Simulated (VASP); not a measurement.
**Al: single point with PBE+D3(BJ)**

Crystal: Al.

```
Al
1.0
     0.00000    1.99137    1.99137
     1.99137    0.00000    1.99137
     1.99137    1.99137    0.00000
Al
1
Direct
  0.00000 0.00000 0.00000
```

```yaml
Program: VASP 6.6.1
Task: single point
Functional: PBE
Dispersion: D3(BJ)
Potentials_or_basis: VASP PAW PBE potentials, release 64 (Al)
Cutoff: 520 eV
k_mesh: 18 × 18 × 18
Occupations: gaussian, width 0.1 eV
Spin: no spin polarisation
Dipole_correction: no
Further_INCAR_settings: ALGO = Normal; EDIFF = 1e-06; NBANDS = 8
```

```yaml
Pressure: -0.1 GPa
Dispersion_energy_per_atom: -0.352 eV
```

Levels at points of the mesh, in eV from the Fermi level:
```csv
k point,band 1,band 2,band 3,band 4,band 5
"(0.00, 0.00, 0.00)",-11.44,12.87,12.87,12.87,14.70
"(0.50, 0.00, 0.00)",-4.76,-4.43,11.67,11.67,11.89
"(0.50, 0.50, 0.00)",-3.02,-1.61,5.27,5.81,5.81
```

It took 20 s on 1 thread of AMD EPYC 9R45 (Zen 5) (shared host), peak memory 0.12 GiB.

Caveat: pairwise dispersion overbinds metals, which lowers pressure and volume.
